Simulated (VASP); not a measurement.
MgS: single point with LDA

MgS:

```xyz
2
Lattice="0.0000 2.8704 2.8704 2.8704 0.0000 2.8704 2.8704 2.8704 0.0000" Properties=species:S:1:pos:R:3 pbc="T T T"
Mg    0.0000    0.0000    0.0000
S     4.3056    4.3056    4.3056
```

```yaml
Program: VASP 6.6.1
Task: single point
Functional: LDA
Potentials_or_basis: VASP PAW LDA potentials, release 64 (Mg, S)
Cutoff: 600 eV
k_mesh: 5 × 5 × 5
Occupations: gaussian, width 0.01 eV
Spin: no spin polarisation
Dipole_correction: no
Further_INCAR_settings: ALGO = Normal; EDIFF = 1e-06; NBANDS = 11
```

```yaml
Pressure: -4.4 GPa
Band_gap_on_the_k_mesh: 2.99 eV, direct
```

Levels at points of the mesh, in eV from the valence-band top:
```csv
k point,band 2,band 3,band 4,band 5,band 6,band 7
"(0.00, 0.00, 0.00)",0.00,0.00,0.00,2.99,7.66,7.66
```

It took 7.7 s on 1 thread of Intel Xeon 6975P-C, on a shared host, peak memory 0.15 GiB.

Expect the measured gap to be larger: semilocal functionals such as LDA lack the derivative discontinuity.
